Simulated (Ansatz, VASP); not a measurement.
# Two plane-wave programs on LiF

```
CELL_PARAMETERS angstrom
3.08017 0.00000 0.00000
-1.54009 2.66751 0.00000
0.00000 0.00000 4.50875
ATOMIC_POSITIONS crystal
Li 0.33333 0.66667 0.37462
Li 0.66667 0.33333 0.87462
F 0.33333 0.66667 0.99102
F 0.66667 0.33333 0.49102
```

Alike in both runs: task single point; functional LDA; k mesh 9 × 9 × 6; occupations gaussian, width 0.05 eV; no spin polarisation.

|  | VASP | Ansatz |
| --- | --- | --- |
| version | VASP 6.6.1 | Ansatz 0.2.0 |
| potentials or method | VASP PAW LDA potentials, release 64 (Li_sv, F), cutoff 520 eV | scalar-relativistic, plane waves, PAW |
| valence electrons in the cell | 20 | 20 |

VASP gave:

```
gap on the k mesh at the Fermi level (eV) : 7.81
least direct gap on the mesh (eV)         : 7.81
rms of the force components (eV/Å)        : 0.292
```

Estimate Ansatz's values.

gap on the k mesh at the Fermi level (eV): 7.82; least direct gap on the mesh (eV): 7.82; rms of the force components (eV/Å): 0.286.

LDA's correlation is that of Perdew and Zunger in VASP and of Perdew and Wang (1992) in Ansatz. Atom by atom the forces differ by 0.006 eV/Å (rms over components).

Noted on VASP's run: the cutoff is under 1.25 times that of the potentials, so the pressure is a little rough.
